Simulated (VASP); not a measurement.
Crystal: Ti3Al.

```
Ti Al
1.0
     0.00000    2.97769    2.97769
     2.97769    0.00000    2.97769
     2.97769    2.97769    0.00000
Ti Al
3 1
Direct
  0.75000 0.75000 0.75000
  0.25000 0.25000 0.25000
  0.00000 0.00000 0.00000
  0.50000 0.50000 0.50000
```

Base run:

```yaml
Program: VASP 6.6.1
Functional: PBEsol
Potentials_or_basis: VASP PAW PBE potentials, release 64 (Ti_sv, Al)
Cutoff: 520 eV
k_mesh: 12 × 12 × 12
Occupations: gaussian, width 0.15 eV
Spin: collinear spin, ferromagnetic start
Starting_moments: "[0.9, 0.9, 0.9, 0.0] μB"
Fixed_moment: 2.7 μB
```

Its results: pressure 37.5 GPa; site moments Ti +0.50, +1.05; Al +0.00 μB.

Problem. The run is repeated on the same cell with these changes: fixed moment from 2.7 μB to 1.5 μB; moments at the start from [0.9, 0.9, 0.9, 0.0] to [0.5, 0.5, 0.5, 0.0]. What comes out?

Solution. Pressure 35.6 GPa; site moments Ti +0.22, +0.73; Al -0.00 μB.

Caveats: the PAW data sets were made with another functional, which shifts forces and pressure a little; the total moment is fixed, so each spin has its own Fermi level.
